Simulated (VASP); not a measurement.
Input of a VASP 6.6.1 run:

File INCAR:

```
SYSTEM = CsBaS2
PREC     = Accurate       ! precision mode
ENCUT    = 520            ! plane-wave cutoff, eV
EDIFF    = 1E-7           ! SCF threshold, eV
ISMEAR   = -1             ! smearing method
SIGMA    = 0.1            ! smearing width, eV
LREAL    = .False.        ! projectors in reciprocal space
LASPH    = .True.         ! aspherical terms in the spheres
NELM     = 80             ! most SCF steps
ALGO     = Normal         ! electronic algorithm
ISIF     = 2              ! what is computed and relaxed
LWAVE    = .False.        ! write WAVECAR
LCHARG   = .False.        ! write CHGCAR
GGA      = PE             ! functional
NBANDS   = 24             ! bands
```

The input KPOINTS:

```
Automatic mesh
0
Gamma
  7 7 7
  0 0 0
```

POSCAR

```
CsBaS2
1.0
    2.2242869622      3.8525780292      0.0000009128
   -2.2242869622      3.8525780292      0.0000009128
   -2.2242869622      1.2841908685      7.6300526321
Ba S Cs
1 2 1
Direct
    0.5000000000      0.0000000000      0.5000000000
    0.2384376376      0.5231247248      0.7153129128
    0.7615623624      0.4768752752      0.2846870872
    0.0000000000      0.0000000000      0.0000000000
```

Potentials or basis: VASP PAW PBE potentials, release 64 (Ba_sv, S, Cs_sv).

The run is started by

```console
$ cat potpaw_PBE.64/Ba_sv/POTCAR potpaw_PBE.64/S/POTCAR potpaw_PBE.64/Cs_sv/POTCAR > POTCAR
$ mpirun -np 1 vasp_std > vasp.out
```

Task: What does it give for the largest force?

Result: 0.076 eV/Å.

Task: What does it give for the pressure?

Result: 5.5 GPa.

Task: What does it give for the band gap on the k mesh?

Result: Zero (an odd number of electrons rules out a gap without spin polarisation).

Forces on the atoms (eV/Å):
```
Ba   0.000  0.000  0.000
S    0.000  0.000  0.076
S    0.000  0.000 -0.076
Cs   0.000  0.000  0.000
```

Caveat: the cell stands under pressure; spin-orbit coupling is left out, which moves the levels of the heavy elements.
